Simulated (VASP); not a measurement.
# P (R-3m) in VASP: further runs

P is run at these levels: PBE; tasks: single point.

Program: VASP 6.6.1. These are calculated values, not measurements. Logs are shortened: lines on timing, memory, paths and dates and some standing lists are left out, and cuts for length are marked.

### Step 1. The cell of the first run

The typed cell holds 2 atoms: a = 3.245 Å, b = 3.245 Å, c = 3.245 Å, α = 59.98°, β = 59.98°, γ = 59.98°.

This isn't the form of P at room conditions, which is orthorhombic.

### Step 2. Single point, PBE

File INCAR:

```
PREC = Accurate ; ENCUT = 520
EDIFF = 1E-6 ; ISMEAR = -1
SIGMA = 0.05 ; LREAL = False
LASPH = True ; NELM = 80
ALGO = Normal ; ISIF = 2
LWAVE = False ; LCHARG = True
GGA = PE ; LELF = True
LVHAR = True ; NBANDS = 12
```

File KPOINTS:

```
Automatic mesh
0
Gamma
  15 15 15
```

File POSCAR:

```
P
1.0
    1.6221010547     -0.9365204806      2.6500966464
    0.0000000000      1.8730409612      2.6500966464
   -1.6221010547     -0.9365204806      2.6500966464
P
2
Direct
    0.2500079978      0.2500079978      0.2500079978
   -0.2500079978     -0.2500079978     -0.2500079978
```

Potentials or basis: VASP PAW PBE potentials, release 64 (P).

Started as:

```sh
cat potpaw_PBE.64/P/POTCAR > POTCAR
mpirun -np 1 vasp_std > vasp.out
```

OUTCAR:

```text
PREC = Accurate
   ENCUT = 520
   EDIFF = 1E-6
   ISMEAR = -1
   LREAL = False
   LASPH = True
   NELM = 80
   ISIF = 2
   GGA = PE

 ion  position               nearest neighbor table
   1  0.250  0.250  0.250-   2 2.29   2 2.29   2 2.29   2 2.29   2 2.29   2 2.29
   2  0.750  0.750  0.750-   1 2.29   1 2.29   1 2.29   1 2.29   1 2.29   1 2.29

  LATTYP: Found a trigonal (rhomboedric) cell.
 ALAT       =     3.2451956301
 COS(alpha) =     0.5003061044

  Lattice vectors:

 A1 = (   1.6221010547,  -0.9365204806,   2.6500966464)
 A2 = (   0.0000000000,   1.8730409612,   2.6500966464)
 A3 = (  -1.6221010547,  -0.9365204806,   2.6500966464)

Analysis of symmetry for initial positions (statically):
=====================================================================
 Subroutine PRICEL returns:
 Original cell was already a primitive cell.

 Routine SETGRP: Setting up the symmetry group for a
 trigonal (rhombohedral) supercell.

 Subroutine GETGRP returns: Found 12 space group operations
 (whereof 12 operations were pure point group operations)
 out of a pool of 12 trial point group operations.

The static configuration has the point symmetry D_3d.

Analysis of symmetry for dynamics (positions and initial velocities):
=====================================================================
 Subroutine PRICEL returns:
 Original cell was already a primitive cell.

 Routine SETGRP: Setting up the symmetry group for a
 trigonal (rhombohedral) supercell.

 Subroutine GETGRP returns: Found 12 space group operations
 (whereof 12 operations were pure point group operations)
 out of a pool of 12 trial point group operations.

The dynamic configuration has the point symmetry D_3d.

 Subroutine INISYM returns: Found 12 space group operations
 (whereof 12 operations are pure point group operations),
 and found     1 'primitive' translations

----------------------------------------------------------------------------------------

                                     Primitive cell

  volume of cell :      24.1551

  direct lattice vectors                    reciprocal lattice vectors
     1.622101055 -0.936520481  2.650096646     0.308242201 -0.177963718  0.125781576
     0.000000000  1.873040961  2.650096646     0.000000000  0.355927436  0.125781576
    -1.622101055 -0.936520481  2.650096646    -0.308242201 -0.177963718  0.125781576

  length of vectors
     3.245195630  3.245195630  3.245195630     0.377498801  0.377498801  0.377498801

  position of ions in fractional coordinates (direct lattice)
     0.250007998  0.250007998  0.250007998
     0.749992002  0.749992002  0.749992002

  ion indices of the primitive-cell ions
   primitive index   ion index
                 1           1
                 2           2

----------------------------------------------------------------------------------------

 KPOINTS: Automatic mesh

Automatic generation of k-mesh.
 Grid dimensions read from file:
 generate k-points for:   15   15   15

 Generating k-lattice:

  Cartesian coordinates                     Fractional coordinates (reciprocal lattice)
     0.020549480 -0.011864248  0.008385438     0.066666667  0.000000000  0.000000000
     0.000000000  0.023728496  0.008385438     0.000000000  0.066666667  0.000000000
    -0.020549480 -0.011864248  0.008385438     0.000000000  0.000000000  0.066666667

  Length of vectors
     0.025166587  0.025166587  0.025166587

  Shift w.r.t. Gamma in fractional coordinates (k-lattice)
     0.000000000  0.000000000  0.000000000

 Subroutine IBZKPT returns following result:
 ===========================================

 Found    344 irreducible k-points:

 Following reciprocal coordinates:
            Coordinates               Weight
  0.000000  0.000000  0.000000      1.000000
  0.066667 -0.000000  0.000000      6.000000
  0.133333  0.000000  0.000000      6.000000
  0.200000  0.000000  0.000000      6.000000
  0.266667  0.000000  0.000000      6.000000
  0.333333  0.000000  0.000000      6.000000
[... 16 lines left out ...]
  0.133333  0.133333  0.000000      6.000000
  0.200000  0.133333  0.000000     12.000000
 [... further k-points ...]
   k-points           NKPTS =    344   k-points in BZ     NKDIM =    344   number of bands    NBANDS=     12
   number of dos      NEDOS =    301   number of ions     NIONS =      2
   total plane-waves  NPLWV =  13824
   dimension x,y,z NGX =    24 NGY =   24 NGZ =   24
   dimension x,y,z NGXF=    48 NGYF=   48 NGZF=   48
   ions per type =               2
   NGX,Y,Z   is equivalent  to a cutoff of  12.29, 12.29, 12.29 a.u.
   NGXF,Y,Z  is equivalent  to a cutoff of  24.59, 24.59, 24.59 a.u.
 SYSTEM =  unknown system
   PREC   = accura    normal or accurate (medium, high low for compatibility)
   ISTART =      0    job   : 0-new  1-cont  2-samecut
   ICHARG =      2    charge: 1-file 2-atom 10-const
   ISPIN  =      1    spin polarized calculation?
   LNONCOLLINEAR =      F non collinear calculations
   LSORBIT =      F    spin-orbit coupling
   LASPH  =      T    aspherical Exc in radial PAW
   ENCUT  =  520.0 eV  38.22 Ry    6.18 a.u.   6.03  6.03  6.03*2*pi/ulx,y,z
   NELM   =     80;   NELMIN=  2; NELMDL= -5     # of ELM steps
   EDIFF  = 0.1E-05   stopping-criterion for ELM
   LREAL  =      F    real-space projection
   EDIFFG = 0.1E-04   stopping-criterion for IOM
   NSW    =      0    number of steps for IOM
   IBRION =     -1    ionic relax: 0-MD 1-quasi-New 2-CG
   NFREE  =      0    steps in history (QN), initial steepest desc. (CG)
   ISIF   =      2    stress and relaxation
   ISYM   =      2    0-nonsym 1-usesym 2-fastsym
   POTIM  = 0.5000    time-step for ionic-motion
   TEBEG  =    0.0;   TEEND  =   0.0 temperature during run
   PSTRESS=    0.0 pullay stress
   NELECT =      10.0000    total number of electrons
   NUPDOWN=      -1.0000    fix difference up-down
   EMIN   =  10.00;   EMAX   =-10.00  energy-range for DOS
   EFERMI =   0.00;   METHOD = LEGACY
   ISMEAR =    -1;   SIGMA  =   0.05  broadening in eV -4-tet -1-fermi 0-gaus
   EFERMI_NEDOS =   21; number of points for ismear=-14 and -15
   IALGO  =     38    algorithm
   IMIX   =      4    mixing-type and parameters
     AMIX     =   0.40;   BMIX     =  1.00
     AMIX_MAG =   1.60;   BMIX_MAG =  1.00
  volume/ion in A,a.u.               =      12.08        81.50
  Fermi-wavevector in a.u.,A,eV,Ry     =   1.220128  2.305708 20.255166  1.488713
  Thomas-Fermi vector in A             =   2.355356
   LORBIT       =      0    0 simple, 1 ext, 2 COOP (PROOUT), +10 PAW based schemes
   GGA     = PE    functional components
   LHFCALC =     F    Hartree Fock is set to
   AEXX    =    0.0000 exact exchange contribution
   IVDW    =     0    specifies the selected vdW correction
   LEPSILON=     F    determine dielectric tensor
   LRPA    =     F    only Hartree local field effects (RPA)
 non-spin polarized calculation
  energy-cutoff  :      520.00
  volume of cell :       24.16
 maximum number of plane-waves:       663
   NGX = 13   NGY = 13   NGZ = 13

 number of electron      10.0000000 magnetization

 number of electron       9.9999998 magnetization

 Free energy of the ion-electron system (eV)
  ---------------------------------------------------
  ext. energy  EPLUGINS =         0.00000000
  ---------------------------------------------------
  free energy    TOTEN  =       -10.11153573 eV

  energy without entropy =      -10.10630683  energy(sigma->0) =      -10.10892128

 E-fermi :  12.5973     XC(G=0): -12.1203

 val. band max:       12.5888993004   @ k =   0.4000   0.3333   0.3333
 cond. band min:      12.6114007767   @ k =  -0.2667   0.4667   0.2000
 fundamental gap:      0.0225014763
 Fermi energy:        12.5972962965

 k-point     1 :       0.0000    0.0000    0.0000
  band No.  band energies     occupation
      1      -6.0470      2.00000
      2      10.1250      2.00000
      3      10.1347      2.00000
      4      10.1347      2.00000
      5      13.2917      0.00000
      6      16.4988      0.00000
      7      16.5083      0.00000
      8      16.5083      0.00000
      9      18.6310      0.00000
     10      18.6310      0.00000
     11      18.6347      0.00000
     12      19.0208      0.00000

 k-point     2 :       0.0667   -0.0000    0.0000
  band No.  band energies     occupation
      1      -5.9588      2.00000
      2       9.2996      2.00000
      3      10.0917      2.00000
      4      10.1001      2.00000
      5      13.7730      0.00000
      6      16.7034      0.00000
      7      16.7065      0.00000
      8      16.7141      0.00000
      9      17.2302      0.00000
     10      17.2313      0.00000
     11      18.4528      0.00000
     12      20.5745      0.00000

 k-point     3 :       0.1333    0.0000    0.0000
  band No.  band energies     occupation
      1      -5.6946      2.00000
      2       7.6779      2.00000
      3      10.0122      2.00000
      4      10.0202      2.00000
      5      14.2364      0.00000
      6      15.8071      0.00000
      7      15.8074      0.00000
      8      17.2985      0.00000
      9      17.3075      0.00000
     10      17.4849      0.00000
     11      17.9776      0.00000
     12      22.4503      0.00000
[... 286 lines left out ...]
 k-point    23 :       0.1333    0.1333    0.0000
  band No.  band energies     occupation
      1      -5.5781      2.00000
      2       8.4868      2.00000
      3       9.0542      2.00000
      4       9.0606      2.00000
      5      13.3256      0.00000
      6      15.3179      0.00000
      7      15.6557      0.00000
      8      18.4868      0.00000
      9      18.4930      0.00000
     10      19.0103      0.00000
     11      19.0128      0.00000
     12      19.3897      0.00000

 k-point    24 :       0.2000    0.1333    0.0000
  band No.  band energies     occupation
      1      -5.2570      2.00000
      2       7.1523      2.00000
      3       8.6926      2.00000
      4       9.2439      2.00000
      5      12.0287      1.99998
      6      15.1525      0.00000
      7      16.3331      0.00000
      8      17.7960      0.00000
      9      18.9267      0.00000
     10      19.4727      0.00000
     11      19.6121      0.00000
     12      21.1208      0.00000

 [... further k-points ...]

------------------------ aborting loop because EDIFF is reached ----------------------------------------

  FORCE on cell =-STRESS in cart. coord.  units (eV):
  Direction    XX          YY          ZZ          XY          YZ          ZX
  --------------------------------------------------------------------------------------
  -------------------------------------------------------------------------------------
  Total        4.9179844      4.9179844      4.9080314      0.0000000      0.0000000      0.0000000
  in kB      326.2042256    326.2042256    325.5440533      0.0000000      0.0000000      0.0000000
  external PRESSURE =     325.9841682 kB  Pullay stress =       0.0000000 kB

 VOLUME and BASIS-vectors are now :
 -----------------------------------------------------------------------------
  energy-cutoff  :      520.00
  volume of cell :       24.16
      direct lattice vectors                 reciprocal lattice vectors
     1.622101055 -0.936520481  2.650096646     0.308242201 -0.177963718  0.125781576
     0.000000000  1.873040961  2.650096646     0.000000000  0.355927436  0.125781576
    -1.622101055 -0.936520481  2.650096646    -0.308242201 -0.177963718  0.125781576

 POSITION                                       TOTAL-FORCE (eV/Angst)
 -----------------------------------------------------------------------------------
      0.00000      0.00000      1.98764         0.000000      0.000000     -0.000299
      0.00000      0.00000      5.96265         0.000000      0.000000      0.000299
 -----------------------------------------------------------------------------------
    total drift:                               -0.000000     -0.000000      0.000000

  FREE ENERGIE OF THE ION-ELECTRON SYSTEM (eV)
  ---------------------------------------------------
  free  energy   TOTEN  =       -10.1115357319 eV

  energy  without entropy=      -10.1063068274  energy(sigma->0) =      -10.10892128
```

Run time: 64 s. Hardware: 1 thread of Intel Xeon 8259CL, shared host; peak memory 0.19 GiB.

Results:

| Property | Result |
| --- | --- |
| Free energy | -10.1115 eV |
| Pressure | 32.6 GPa |
| Band gap on the k mesh | zero (bands 5 and 6 overlap by 3.65 eV) |

Levels at points of the mesh, in eV from the Fermi level:
```
           k point  band 2  band 3  band 4  band 5  band 6  band 7  band 8  band 9
(0.00, 0.00, 0.00)   -2.47   -2.46   -2.46    0.69    3.90    3.91    3.91    6.03
```

Caveat: the cell stands under pressure.

### Step 3. Single point, PBE (12.08 Å³/atom)

File INCAR:

```
SYSTEM = P
  ALGO = Normal
  EDIFF = 1E-6
  ENCUT = 520
  GGA = PE
  ISIF = 2
  ISMEAR = -1
  LASPH = .TRUE.
  LCHARG = .FALSE.
  LREAL = .FALSE.
  LWAVE = .FALSE.
  NBANDS = 12
  NELM = 60
  PREC = Accurate
  SIGMA = 0.05
```

File KPOINTS:

```
k-points
0
G
  15 15 15
  0 0 0
```

File POSCAR:

```
P
1.0
    1.6221010548     -0.9365204806      2.6500966465
    0.0000000000      1.8730409612      2.6500966465
   -1.6221010548     -0.9365204806      2.6500966465
P
2
Direct
    0.2500079978      0.2500079978      0.2500079978
   -0.2500079978     -0.2500079978     -0.2500079978
```

Potentials or basis: VASP PAW PBE potentials, release 64 (P).

Started as:

```sh
cat potpaw_PBE.64/P/POTCAR > POTCAR
mpirun -np 1 vasp_std > vasp.out
```

Run time: 54 s. Hardware: 1 thread of Intel Xeon 8259CL, shared host; peak memory 0.19 GiB.

The run converged. Its results:

```yaml
Free_energy: -10.1115 eV
Pressure: 32.6 GPa
Band_gap_on_the_k_mesh: zero (bands 5 and 6 overlap by 3.65 eV)
```

Levels at points of the mesh, in eV from the Fermi level:
| k point | band 3 | band 4 | band 5 | band 6 | band 7 | band 8 |
| --- | --- | --- | --- | --- | --- | --- |
| (0.00, 0.00, 0.00) | -2.46 | -2.46 | 0.69 | 3.90 | 3.91 | 3.91 |

Caveat: the cell stands under pressure.
